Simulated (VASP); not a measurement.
# C (P6_3/mmc) in VASP: a series of runs, part 2 of 2

VASP 6.6.1.

### Step 3. Single point, PBE (atoms shifted along a free coordinate)

INCAR reads:

```
SYSTEM = C
  ALGO = Normal
  EDIFF = 1E-7
  ENCUT = 520
  GGA = PE
  ISIF = 2
  ISMEAR = 0
  LASPH = .TRUE.
  LCHARG = .TRUE.
  LELF = .TRUE.
  LREAL = .FALSE.
  LVHAR = .TRUE.
  LWAVE = .FALSE.
  NBANDS = 36
  NELM = 80
  PREC = Accurate
  SIGMA = 0.15
```

KPOINTS reads:

```
k-points
0
G
  18 18 2
  0 0 0
```

POSCAR reads:

```
C
1.0
    2.4074891903      0.0000000000      0.0000000000
   -1.2037445952      2.0849467981      0.0000000000
    0.0000000000      0.0000000000     31.1840639849
C
12
Direct
    0.6666666667      0.3333333333      0.9805841193
    0.6666666667      0.3333333333      0.4779094116
    0.6666666667      0.3333333333      0.7534239184
    0.6666666667      0.3333333333      0.2507492107
    0.0000000000      0.0000000000      0.6156666650
    0.3333333333      0.6666666667      0.2534239184
    0.0000000000      0.0000000000      0.1156666650
    0.6666666667      0.3333333333      0.6156666650
    0.3333333333      0.6666666667      0.7507492107
    0.3333333333      0.6666666667      0.1156666650
    0.3333333333      0.6666666667      0.4805841193
    0.3333333333      0.6666666667      0.9779094116
```

Potentials or basis: VASP PAW PBE potentials, release 64 (C).

Started as:

```console
> cat potpaw_PBE.64/C/POTCAR > POTCAR
> mpirun -np 1 vasp_std > vasp.out
```

OUTCAR:

```text
SYSTEM = C
   EDIFF = 1E-7
   ENCUT = 520
   GGA = PE
   ISIF = 2
   ISMEAR = 0
   LASPH = .TRUE.
   LREAL = .FALSE.
   NELM = 80
   PREC = Accurate

 ion  position               nearest neighbor table
   1  0.667  0.333  0.981-  12 1.39  12 1.39  12 1.39
   2  0.667  0.333  0.478-  11 1.39  11 1.39  11 1.39
   3  0.667  0.333  0.753-   9 1.39   9 1.39   9 1.39
   4  0.667  0.333  0.251-   6 1.39   6 1.39   6 1.39
   5  0.000  0.000  0.616-   8 1.39   8 1.39   8 1.39
   6  0.333  0.667  0.253-   4 1.39   4 1.39   4 1.39
   7  0.000  0.000  0.116-  10 1.39  10 1.39  10 1.39
   8  0.667  0.333  0.616-   5 1.39   5 1.39   5 1.39
   9  0.333  0.667  0.751-   3 1.39   3 1.39   3 1.39
  10  0.333  0.667  0.116-   7 1.39   7 1.39   7 1.39
  11  0.333  0.667  0.481-   2 1.39   2 1.39   2 1.39
  12  0.333  0.667  0.978-   1 1.39   1 1.39   1 1.39

  LATTYP: Found a hexagonal cell.
 ALAT       =     2.4074891903
 C/A-ratio  =    12.9529403956

  Lattice vectors:

 A1 = (   2.4074891903,   0.0000000000,   0.0000000000)
 A2 = (  -1.2037445952,   2.0849467981,   0.0000000000)
 A3 = (   0.0000000000,   0.0000000000,  31.1840639849)

Analysis of symmetry for initial positions (statically):
=====================================================================
 Subroutine PRICEL returns:
 Original cell was already a primitive cell.

 Routine SETGRP: Setting up the symmetry group for a
 hexagonal supercell.

 Subroutine GETGRP returns: Found 24 space group operations
 (whereof  6 operations were pure point group operations)
 out of a pool of 24 trial point group operations.

The static configuration has the point symmetry C_3v.
 The point group associated with its full space group is D_6h.

Analysis of symmetry for dynamics (positions and initial velocities):
=====================================================================
 Subroutine PRICEL returns:
 Original cell was already a primitive cell.

 Routine SETGRP: Setting up the symmetry group for a
 hexagonal supercell.

 Subroutine GETGRP returns: Found 24 space group operations
 (whereof  6 operations were pure point group operations)
 out of a pool of 24 trial point group operations.

The dynamic configuration has the point symmetry C_3v.
 The point group associated with its full space group is D_6h.

 Subroutine INISYM returns: Found 24 space group operations
 (whereof  6 operations are pure point group operations),
 and found     1 'primitive' translations

----------------------------------------------------------------------------------------

                                     Primitive cell

  volume of cell :     156.5280

  direct lattice vectors                    reciprocal lattice vectors
     2.407489190  0.000000000  0.000000000     0.415370505  0.239814273  0.000000000
    -1.203744595  2.084946798  0.000000000     0.000000000  0.479628545  0.000000000
     0.000000000  0.000000000 31.184063985     0.000000000  0.000000000  0.032067661

  length of vectors
     2.407489190  2.407489190 31.184063985     0.479628545  0.479628545  0.032067661
[... 81 lines left out ...]
  0.388889  0.111111  0.000000     12.000000
 [... further k-points ...]
   k-points           NKPTS =     74   k-points in BZ     NKDIM =     74   number of bands    NBANDS=     36
   number of dos      NEDOS =    301   number of ions     NIONS =     12
   total plane-waves  NPLWV =  77760
   dimension x,y,z NGX =    18 NGY =   18 NGZ =  240
   dimension x,y,z NGXF=    36 NGYF=   36 NGZF=  480
   ions per type =              12
   NGX,Y,Z   is equivalent  to a cutoff of  12.43, 12.43, 12.79 a.u.
   NGXF,Y,Z  is equivalent  to a cutoff of  24.86, 24.86, 25.59 a.u.
 SYSTEM =  C
   PREC   = accura    normal or accurate (medium, high low for compatibility)
   ISTART =      0    job   : 0-new  1-cont  2-samecut
   ICHARG =      2    charge: 1-file 2-atom 10-const
   ISPIN  =      1    spin polarized calculation?
   LNONCOLLINEAR =      F non collinear calculations
   LSORBIT =      F    spin-orbit coupling
   LASPH  =      T    aspherical Exc in radial PAW
   ENCUT  =  520.0 eV  38.22 Ry    6.18 a.u.   4.48  4.48 57.98*2*pi/ulx,y,z
   NELM   =     80;   NELMIN=  2; NELMDL= -5     # of ELM steps
   EDIFF  = 0.1E-06   stopping-criterion for ELM
   LREAL  =      F    real-space projection
   EDIFFG = 0.1E-05   stopping-criterion for IOM
   NSW    =      0    number of steps for IOM
   IBRION =     -1    ionic relax: 0-MD 1-quasi-New 2-CG
   NFREE  =      0    steps in history (QN), initial steepest desc. (CG)
   ISIF   =      2    stress and relaxation
   ISYM   =      2    0-nonsym 1-usesym 2-fastsym
   POTIM  = 0.5000    time-step for ionic-motion
   TEBEG  =    0.0;   TEEND  =   0.0 temperature during run
   PSTRESS=    0.0 pullay stress
   NELECT =      48.0000    total number of electrons
   NUPDOWN=      -1.0000    fix difference up-down
   EMIN   =  10.00;   EMAX   =-10.00  energy-range for DOS
   EFERMI =   0.00;   METHOD = LEGACY
   ISMEAR =     0;   SIGMA  =   0.15  broadening in eV -4-tet -1-fermi 0-gaus
   EFERMI_NEDOS =   21; number of points for ismear=-14 and -15
   IALGO  =     38    algorithm
   IMIX   =      4    mixing-type and parameters
     AMIX     =   0.40;   BMIX     =  1.00
     AMIX_MAG =   1.60;   BMIX_MAG =  1.00
  volume/ion in A,a.u.               =      13.04        88.03
  Fermi-wavevector in a.u.,A,eV,Ry     =   1.103972  2.086204 16.582145  1.218753
  Thomas-Fermi vector in A             =   2.240438
   LORBIT       =      0    0 simple, 1 ext, 2 COOP (PROOUT), +10 PAW based schemes
   GGA     = PE    functional components
   LHFCALC =     F    Hartree Fock is set to
   AEXX    =    0.0000 exact exchange contribution
   IVDW    =     0    specifies the selected vdW correction
   LEPSILON=     F    determine dielectric tensor
   LRPA    =     F    only Hartree local field effects (RPA)
 non-spin polarized calculation
 Gauss-broadening in eV      SIGMA  =   0.15
  energy-cutoff  :      520.00
  volume of cell :      156.53
 maximum number of plane-waves:      4297
 NGX is ok and might be reduce to    18
   NGX =  9   NGY =  9   NGZ =115

 number of electron      48.0000005 magnetization

 Free energy of the ion-electron system (eV)
  ---------------------------------------------------
  ext. energy  EPLUGINS =         0.00000000
  ---------------------------------------------------
  free energy    TOTEN  =      -109.95611749 eV

  energy without entropy =     -109.95038253  energy(sigma->0) =     -109.95325001

 E-fermi :   1.8796     XC(G=0):  -7.5482

 val. band max:        1.8779170375   @ k =   0.3333   0.3333   0.0000
 cond. band min:       1.8834845503   @ k =   0.3333   0.3333   0.0000
 fundamental gap:      0.0055675128
 Fermi energy:         1.8795936918

 k-point     1 :       0.0000    0.0000    0.0000
  band No.  band energies     occupation
      1     -18.2271      2.00000
      2     -18.2271      2.00000
      3     -18.1958      2.00000
      4     -18.1958      2.00000
      5     -18.1909      2.00000
      6     -18.1909      2.00000
[... 925 lines left out ...]
     35      11.2977      0.00000
     36      11.2995      0.00000

 [... further k-points ...]

------------------------ aborting loop because EDIFF is reached ----------------------------------------

  FORCE on cell =-STRESS in cart. coord.  units (eV):
  Direction    XX          YY          ZZ          XY          YZ          ZX
  --------------------------------------------------------------------------------------
  -------------------------------------------------------------------------------------
  Total       21.3188588     21.3188588     -0.5059590     -0.0000000      0.0000000     -0.0000000
  in kB      218.2139438    218.2139438     -5.1788564     -0.0000000      0.0000000     -0.0000000
  external PRESSURE =     143.7496771 kB  Pullay stress =       0.0000000 kB

 VOLUME and BASIS-vectors are now :
 -----------------------------------------------------------------------------
  energy-cutoff  :      520.00
  volume of cell :      156.53
      direct lattice vectors                 reciprocal lattice vectors
     2.407489190  0.000000000  0.000000000     0.415370505  0.239814273  0.000000000
    -1.203744595  2.084946798  0.000000000     0.000000000  0.479628545  0.000000000
     0.000000000  0.000000000 31.184063985     0.000000000  0.000000000  0.032067661

 POSITION                                       TOTAL-FORCE (eV/Angst)
 -----------------------------------------------------------------------------------
      1.20374      0.69498     30.57860         0.000000     -0.000000     -1.375925
      1.20374      0.69498     14.90316         0.000000     -0.000000      1.374664
      1.20374      0.69498     23.49482         0.000000     -0.000000     -1.374664
      1.20374      0.69498      7.81938        -0.000000     -0.000000      1.375925
      0.00000      0.00000     19.19899        -0.000000      0.000000      0.000000
     -0.00000      1.38996      7.90279        -0.000000      0.000000     -1.374664
      0.00000      0.00000      3.60696         0.000000      0.000000      0.000000
      1.20374      0.69498     19.19899        -0.000000     -0.000000      0.000000
     -0.00000      1.38996     23.41141        -0.000000      0.000000      1.375925
     -0.00000      1.38996      3.60696         0.000000     -0.000000      0.000000
     -0.00000      1.38996     14.98657        -0.000000      0.000000     -1.375925
     -0.00000      1.38996     30.49519        -0.000000      0.000000      1.374664
 -----------------------------------------------------------------------------------
    total drift:                               -0.000000     -0.000000     -0.000001

  FREE ENERGIE OF THE ION-ELECTRON SYSTEM (eV)
  ---------------------------------------------------
  free  energy   TOTEN  =      -109.9561174854 eV

  energy  without entropy=     -109.9503825254  energy(sigma->0) =     -109.95325001
```

Run time: 3.9 min. Hardware: 1 thread of Intel Xeon 6975P-C (Granite Rapids), shared host; peak memory 0.43 GiB.

Results:

* Free energy: -109.9561 eV
* Pressure: 14.4 GPa
* Largest force: 1.376 eV/Å
* Band gap on the k mesh: zero (filled and empty bands touch)

Forces on the atoms (eV/Å):
```
C    0.000  0.000 -1.376
C    0.000  0.000  1.375
C    0.000  0.000 -1.375
C    0.000  0.000  1.376
C    0.000  0.000  0.000
C    0.000  0.000 -1.375
C    0.000  0.000  0.000
C    0.000  0.000  0.000
C    0.000  0.000  1.376
C    0.000  0.000  0.000
C    0.000  0.000 -1.376
C    0.000  0.000  1.375
```

Levels at points of the mesh, in eV from the Fermi level:
| k point | band 20 | band 21 | band 22 | band 23 | band 24 | band 25 | band 26 | band 27 | band 28 | band 29 |
| --- | --- | --- | --- | --- | --- | --- | --- | --- | --- | --- |
| (0.00, 0.00, 0.00) | -2.93 | -2.93 | -2.93 | -2.93 | -2.93 | 2.65 | 2.87 | 3.13 | 3.85 | 4.04 |
| (0.50, 0.00, 0.00) | -2.54 | -2.49 | -2.48 | -2.45 | -2.45 | 1.60 | 1.60 | 1.67 | 1.67 | 1.79 |
| (0.00, 0.00, 0.50) | -2.93 | -2.93 | -2.93 | -2.93 | -2.93 | 2.73 | 2.73 | 3.42 | 3.42 | 4.58 |
| (0.50, 0.00, 0.50) | -2.54 | -2.48 | -2.48 | -2.45 | -2.45 | 1.60 | 1.60 | 1.67 | 1.67 | 1.79 |

Caveat: the cell differs from its parent crystal (atoms shifted along a free coordinate); the stress differs along the axes, from -1 to 22 GPa; this functional lacks dispersion, which binds layers or chains, so the pressure and a relaxed spacing across them are unreliable; forces of over 1 eV/Å act on the atoms, so gaps and moduli don't describe the material at rest.

### Step 4. Single point, PBE (atoms shifted along a free coordinate)

INCAR reads:

```
PREC = Accurate
ENCUT = 520
EDIFF = 1E-6
ISMEAR = 0
SIGMA = 0.15
LREAL = False
LASPH = True
NELM = 60
ALGO = Normal
ISIF = 2
LWAVE = False
LCHARG = True
GGA = PE
LELF = True
LVHAR = True
NBANDS = 36
```

KPOINTS reads:

```
regular mesh
0
Gamma
  18 18 2
```

POSCAR reads:

```
C
1.0
    2.4074891903      0.0000000000      0.0000000000
   -1.2037445952      2.0849467981      0.0000000000
    0.0000000000      0.0000000000     31.1840639849
C
12
Direct
    0.6666666667      0.3333333333      0.9805841193
    0.6666666667      0.3333333333      0.4859381446
    0.6666666667      0.3333333333      0.7453951854
    0.6666666667      0.3333333333      0.2507492107
    0.0000000000      0.0000000000      0.6156666650
    0.3333333333      0.6666666667      0.2453951854
    0.0000000000      0.0000000000      0.1156666650
    0.6666666667      0.3333333333      0.6156666650
    0.3333333333      0.6666666667      0.7507492107
    0.3333333333      0.6666666667      0.1156666650
    0.3333333333      0.6666666667      0.4805841193
    0.3333333333      0.6666666667      0.9859381446
```

Started as:

```console
> cat potpaw_PBE.64/C/POTCAR > POTCAR
> mpirun -np 1 vasp_std > vasp.out
```

Wall time 3.7 min (1 thread of Intel Xeon 6975P-C (Granite Rapids), shared host); peak memory 0.43 GiB.

The run converged. Its results:

* Free energy: -109.2637 eV
* Pressure: 13.7 GPa
* Largest force: 2.772 eV/Å
* Band gap on the k mesh: zero (filled and empty bands touch)

Forces in eV/Å, atoms in the order of the input:
```
C    0.000  0.000  2.769
C    0.000  0.000 -2.772
C    0.000  0.000  2.772
C    0.000  0.000 -2.769
C    0.000  0.000  0.000
C    0.000  0.000  2.772
C    0.000  0.000  0.000
C    0.000  0.000  0.000
C    0.000  0.000 -2.769
C    0.000  0.000  0.000
C    0.000  0.000  2.769
C    0.000  0.000 -2.772
```

Stress tensor (GPa, compression positive):
```
21.43  0.00  0.00
 0.00 21.43  0.00
 0.00  0.00 -1.91
```

Levels at points of the mesh, in eV from the Fermi level:
| k point | band 21 | band 22 | band 23 | band 24 | band 25 | band 26 | band 27 | band 28 |
| --- | --- | --- | --- | --- | --- | --- | --- | --- |
| (0.00, 0.00, 0.00) | -2.69 | -2.69 | -2.69 | -2.69 | 2.63 | 2.86 | 3.09 | 3.86 |
| (0.50, 0.00, 0.00) | -2.43 | -2.43 | -2.38 | -2.38 | 1.56 | 1.56 | 1.56 | 1.56 |
| (0.00, 0.00, 0.50) | -2.69 | -2.69 | -2.69 | -2.69 | 2.71 | 2.71 | 3.39 | 3.39 |
| (0.50, 0.00, 0.50) | -2.43 | -2.43 | -2.38 | -2.38 | 1.56 | 1.56 | 1.56 | 1.56 |

Caveat: the cell differs from its parent crystal (atoms shifted along a free coordinate); the stress differs along the axes, from -2 to 21 GPa; this functional lacks dispersion, which binds layers or chains, so the pressure and a relaxed spacing across them are unreliable; forces of over 1 eV/Å act on the atoms, so gaps and moduli don't describe the material at rest.

### Step 5. Summary

| cell | gap on the mesh (eV) | pressure (GPa) | largest force (eV/Å) |
| --- | --- | --- | --- |
| a = 2.345, b = 2.345, c = 30.381 Å, angles 90.0, 90.0, 120.0°, 12 atoms, atomic positions A | none | 33.7 | 1.93 |
| a = 2.407, b = 2.407, c = 31.184 Å, angles 90.0, 90.0, 120.0°, 12 atoms, atomic positions B | none | 14.4 | 1.38 |
| a = 2.407, b = 2.407, c = 31.184 Å, angles 90.0, 90.0, 120.0°, 12 atoms, atomic positions C | none | 13.7 | 2.77 |

Alike in all rows: task single point; level PBE; potentials or basis VASP PAW PBE potentials, release 64 (C); no spin polarisation; k mesh 18 × 18 × 2; cutoff (eV) 520; smearing gaussian 0.15 eV.

Caveats: this functional lacks dispersion, which binds layers or chains, so the pressure and a relaxed spacing across them are unreliable; forces of over 1 eV/Å act on the atoms, so gaps and moduli don't describe the material at rest; the stress differs along the axes, from -1 to 51 GPa (at least some runs); the stress differs along the axes, from -1 to 22 GPa (at least some runs); the stress differs along the axes, from -2 to 21 GPa (at least some runs).

Total energies depend on the potentials used, so only differences within one code and one set of settings carry meaning.
